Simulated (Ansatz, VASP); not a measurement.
**Al: VASP beside Ansatz**

File INCAR:

```
PREC = Accurate
ENCUT = 500
EDIFF = 1E-6
ISMEAR = 1
SIGMA = 0.41
LREAL = F
LASPH = T
NELM = 120
ALGO = Normal
ISIF = 2
LWAVE = F
LCHARG = F
GGA = PE
NBANDS = 8
GGA_COMPAT = F
```

KPOINTS

```
Automatic mesh
0
Gamma
  10 10 10
```

File POSCAR:

```
Al
1.0
   -1.5912186900      1.5912186900      1.5912186900
    1.5912186900     -1.5912186900      1.5912186900
    1.5912186900      1.5912186900     -1.5912186900
Al
1
Direct
    0.0000000000      0.0000000000      0.0000000000
```

Input for Ansatz:

```yaml
crystal:
  lattice:
    - [-1.59121869, 1.59121869, 1.59121869]
    - [1.59121869, -1.59121869, 1.59121869]
    - [1.59121869, 1.59121869, -1.59121869]
  atoms:
    - { symbol: Al, position: [0.0, 0.0, 0.0] }
basis:
  ecutwfc: 420
kpoints:
  mp_grid: { grid: [10, 10, 10] }
hamiltonian:
  xc: pbe
scf:
  occupations: { method: methfessel_paxton, width: 0.41 }
  max_iter: 80
  convergence: { dr2_threshold: "1e-6 eV" }
output:
  forces: true
  stress: true
  eigenvalues: true
```

Alike in both runs: task single point; functional PBE; k mesh 10 × 10 × 10; occupations methfessel-paxton of order 1, width 0.41 eV; no spin polarisation.

|  | VASP | Ansatz |
| --- | --- | --- |
| version | VASP 6.6.1 | Ansatz 0.2.0 |
| potentials or method | VASP PAW PBE potentials, release 64 (Al), cutoff 500 eV | scalar-relativistic, plane waves, PAW |
| valence electrons in the cell | 3 | 3 |

```csv
,VASP,Ansatz,Ansatz less VASP
gap on the k mesh at the Fermi level (eV),none,none,-
pressure (GPa),4.3,4.3,+0.02
```

A gap of «none» marks a metal or a gap that the smearing closes. Ansatz's warnings: force scf threshold loose, stress scf threshold loose.
